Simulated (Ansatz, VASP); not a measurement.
Two plane-wave programs on MgSe

```
CELL_PARAMETERS angstrom
0.00000 2.72550 2.72550
2.72550 0.00000 2.72550
2.72550 2.72550 0.00000
ATOMIC_POSITIONS crystal
Mg 0.00000 0.00000 0.00000
Se 0.50000 0.50000 0.50000
```

Alike in both runs: task single point; functional PBE; k mesh 8 × 8 × 8; occupations gaussian, width 0.05 eV; no spin polarisation.

|  | VASP | Ansatz |
| --- | --- | --- |
| version | VASP 6.6.1 | Ansatz 0.2.0 |
| potentials or method | VASP PAW PBE potentials, release 64 (Mg, Se), cutoff 600 eV | scalar-relativistic, plane waves, PAW |
| valence electrons in the cell | 8 | 26 |

VASP gave:

| Property | Result |
| --- | --- |
| gap on the k mesh at the Fermi level (eV) | 1.80 |
| least direct gap on the mesh (eV) | 2.60 |
| pressure (GPa) | 1.9 |

**Question.** Which values does Ansatz return?

**Answer.** gap on the k mesh at the Fermi level (eV): 1.82; least direct gap on the mesh (eV): 2.61; pressure (GPa): 2.0.

VASP's potentials hold 8 valence electrons a cell and Ansatz's 26, so a difference there can come from the potentials and not from the codes.
